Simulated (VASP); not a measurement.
Write the native input for VASP 6.6.1 that does the following.

```
Task                   : single point
Functional             : PBE
Potentials or basis    : VASP PAW PBE potentials, release 64 (Si, Mo_sv)
Cutoff                 : 520 eV
k mesh                 : 18 × 18 × 18
Occupations            : gaussian, width 0.1 eV
Spin                   : no spin polarisation
Dipole correction      : no
Further INCAR settings : ALGO = Normal; EDIFF = 1e-06; NBANDS = 18
```

The structure of Si2Mo lies in POSCAR:

```
Si2Mo
1.0
   -1.6254726395      1.6254726395      3.9699969629
    1.6254726395     -1.6254726395      3.9699969629
    1.6254726395      1.6254726395     -3.9699969629
Si Mo
2 1
Direct
    0.3355491352      0.3355491352      0.0000000000
    0.6644508648      0.6644508648      0.0000000000
    0.0000000000      0.0000000000      0.0000000000
```

These files were run (other wordings do the same):

INCAR

```
ALGO = Normal
EDIFF = 1E-6
ENCUT = 520
GGA = PE
ISIF = 2
ISMEAR = 0
LASPH = T
LCHARG = T
LELF = T
LREAL = F
LVHAR = T
LWAVE = F
NBANDS = 18
NELM = 80
PREC = Accurate
SIGMA = 0.1
```

KPOINTS

```
k-points
0
Gamma
  18 18 18
```

Potentials or basis: VASP PAW PBE potentials, release 64 (Si, Mo_sv).

Command:

```sh
$ cat potpaw_PBE.64/Si/POTCAR potpaw_PBE.64/Mo_sv/POTCAR > POTCAR
$ mpirun -np 1 vasp_std > vasp.out
```

Results of the run:

```
Pressure               : -5.5 GPa
Band gap on the k mesh : zero (bands 11 and 12 overlap by 0.91 eV)
```

Caveat: the cell stands under tension.

Wall time 8.1 min on 1 thread of Intel(R) Xeon(R) Platinum 8175M CPU @ 2.50GHz (Skylake/Cascade Lake), on a shared host, peak memory 0.46 GiB.
